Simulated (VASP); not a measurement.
# Ta: electric field gradients with LDA

Ta:

```
Ta
1.0
    -1.68739    1.68739    1.68739
     1.68739   -1.68739    1.68739
     1.68739    1.68739   -1.68739
Ta
1
Direct
  0.00000 0.00000 0.00000
```

This cell differs from its parent crystal: volume scaled by 1.06.

| Item | Value |
| --- | --- |
| Program | VASP 6.6.1 |
| Task | electric field gradients |
| Functional | LDA |
| Potentials or basis | VASP PAW LDA potentials, release 64 (Ta_pv) |
| Cutoff | 520 eV |
| k mesh | 14 × 14 × 14 |
| Occupations | fermi-dirac, width 0.05 eV |
| Spin | no spin polarisation |
| Dipole correction | no |
| Further INCAR settings | ALGO = Normal; EDIFF = 1e-08; NBANDS = 12 |

The pressure is -19.0 GPa.

Levels at points of the mesh, in eV from the Fermi level:
```csv
k point,band 3,band 4,band 5,band 6,band 7,band 8
"(0.00, 0.00, 0.00)",-33.16,-7.60,0.66,0.66,0.66,3.69
"(0.50, 0.00, 0.00)",-33.16,-4.10,-1.41,1.46,3.53,4.47
"(0.50, 0.50, 0.50)",-33.83,-3.45,-3.45,6.26,6.26,6.26
```

Run time: 6.6 s on 1 thread of Intel(R) Xeon(R) 6975P-C (Granite Rapids) (shared host), peak memory 0.14 GiB.

Caveat: without QUAD_EFG the Cq values of the log hold for a quadrupole moment of 1 mb, not for the nuclei; spin-orbit coupling is left out, which moves the levels of the heavy elements.
